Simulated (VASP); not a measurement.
ZnS:

```
CELL_PARAMETERS angstrom
0.00000 2.70200 2.70200
2.70200 0.00000 2.70200
2.70200 2.70200 0.00000
ATOMIC_POSITIONS crystal
Zn 0.00000 0.00000 0.00000
S 0.25000 0.25000 0.25000
```

| Property | Result |
| --- | --- |
| Program | VASP 6.6.1 |
| Task | relaxation of cell and atoms |
| Functional | PBEsol |
| Potentials or basis | VASP PAW PBE potentials, release 64 (Zn, S) |
| Cutoff | 600 eV |
| k mesh | 10 × 10 × 10 |
| Occupations | gaussian, width 0.02 eV |
| Spin | no spin polarisation |

At the start: pressure -1.7 GPa; volume 19.73 Å³/atom.

**Question.** Where does the relaxation end?

**Answer.** Over 3 steps the energy falls by 2.7 meV/atom and the volume is 19.26 Å³/atom (-2.4 %); space group F-43m (No. 216, to 0.05 Å).

The path:
```csv
step,energy change (eV),largest force (eV/Å),pressure (GPa),volume (Å³)
1,0.0000,0.0000,-1.73,39.45
2,-0.0049,0.0000,0.60,38.25
3,-0.0054,0.0000,-0.03,38.51
```

Final structure:
```xyz
2
Lattice="0.0000 2.6803 2.6803 2.6803 0.0000 2.6803 2.6803 2.6803 0.0000" Properties=species:S:1:pos:R:3 pbc="T T T"
Zn    0.0000    0.0000    0.0000
S     1.3402    1.3402    1.3402
```

Caveat: the PAW data sets were made with another functional, which shifts forces and pressure a little.
